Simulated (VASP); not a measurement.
**Os: single point with PBE**

Crystal: Os.

```
Os
1.0
     0.00000    1.94500    1.94500
     1.94500    0.00000    1.94500
     1.94500    1.94500    0.00000
Os
1
Direct
  0.00000 0.00000 0.00000
```

| Quantity | Value |
| --- | --- |
| Program | VASP 6.6.1 |
| Task | single point |
| Functional | PBE |
| Potentials or basis | VASP PAW PBE potentials, release 64 (Os) |
| Cutoff | 520 eV |
| k mesh | 12 × 12 × 12 |
| Occupations | gaussian, width 0.02 eV |
| Spin | no spin polarisation |

- Pressure: -10.3 GPa
- Band gap on the k mesh: zero (band 4 reaches 10.85 eV, above the bottom of band 5 at 7.31 eV)

Levels at points of the mesh, in eV from the Fermi level:
```csv
k point,band 2,band 3,band 4,band 5,band 6,band 7
"(0.00, 0.00, 0.00)",-2.88,-2.88,-2.88,-0.06,-0.06,14.18
"(0.50, 0.00, 0.00)",-3.02,-3.02,-0.29,2.18,2.18,8.29
"(0.50, 0.50, 0.00)",-6.50,2.13,2.16,2.81,2.81,11.40
```

Wall time 11 s on 1 thread of AMD EPYC 7R43 64-Core Processor (Zen 3), with other jobs on the host, peak memory 0.1 GiB.

Caveat: spin-orbit coupling is left out, which moves the levels of the heavy elements.
